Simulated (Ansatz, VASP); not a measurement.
Two plane-wave programs on KAg

INCAR

```
SYSTEM = KAg
  PREC = Accurate
  ENCUT = 400
  EDIFF = 1E-8
  ISMEAR = -1
  SIGMA = 0.05
  LREAL = .False.
  LASPH = .True.
  NELM = 120
  ALGO = Normal
  ISIF = 2
  LWAVE = .False.
  LCHARG = .False.
  GGA = PS
  LEFG = .True.
  NBANDS = 17
  GGA_COMPAT = .False.
```

File KPOINTS:

```
Automatic mesh
0
Gamma
  10 10 10
  0 0 0
```

POSCAR

```
KAg
1.0
    3.9843582061      0.0000000000      0.0000000000
    0.0000000000      3.9843582061      0.0000000000
    0.0000000000      0.0000000000      3.9843582061
K Ag
1 1
Direct
    0.0000000000      0.0000000000      0.0000000000
    0.5000000000      0.5000000000      0.5000000000
```

Input for Ansatz:

```yaml
crystal:
  lattice:
    - [3.9843582061, 0.0, 0.0]
    - [0.0, 3.9843582061, 0.0]
    - [0.0, 0.0, 3.9843582061]
  atoms:
    - { symbol: K, position: [0.0, 0.0, 0.0] }
    - { symbol: Ag, position: [0.5, 0.5, 0.5] }
kpoints:
  mp_grid: { grid: [10, 10, 10] }
scf:
  occupations: { method: fermi_dirac, width: 0.05 }
hamiltonian:
  xc: pbesol
  pseudopotentials: { kind: paw }
output:
  forces: true
  stress: true
  eigenvalues: true
  efg: { contact_densities: true }
  populations: true
  bader: true
  dos: { projected: true, de: 0.2, e_range: [-14, 8] }
  write_density: true
  write_potential: true
  elf: true
  volumetric_format: npy
```

Alike in both runs: task electric field gradients; functional PBEsol; k mesh 10 × 10 × 10; occupations fermi-dirac, width 0.05 eV; no spin polarisation.

|  | VASP | Ansatz |
| --- | --- | --- |
| version | VASP 6.6.1 | Ansatz 0.2.0 |
| potentials or method | VASP PAW PBE potentials, release 64 (K_sv, Ag) | PAW with Ansatz's default frozen-core files, scalar-relativistic |
| plane-wave cutoff (eV) | 400 | 420 |
| valence electrons in the cell | 20 | 28 |

|  | VASP | Ansatz | Ansatz less VASP |
| --- | --- | --- | --- |
| pressure (GPa) | -0.1 | 0.0 | +0.08 |

VASP's potentials were made for PBE, not for PBEsol. VASP's potentials hold 20 valence electrons a cell and Ansatz's 28, so a difference there can come from the potentials and not from the codes.
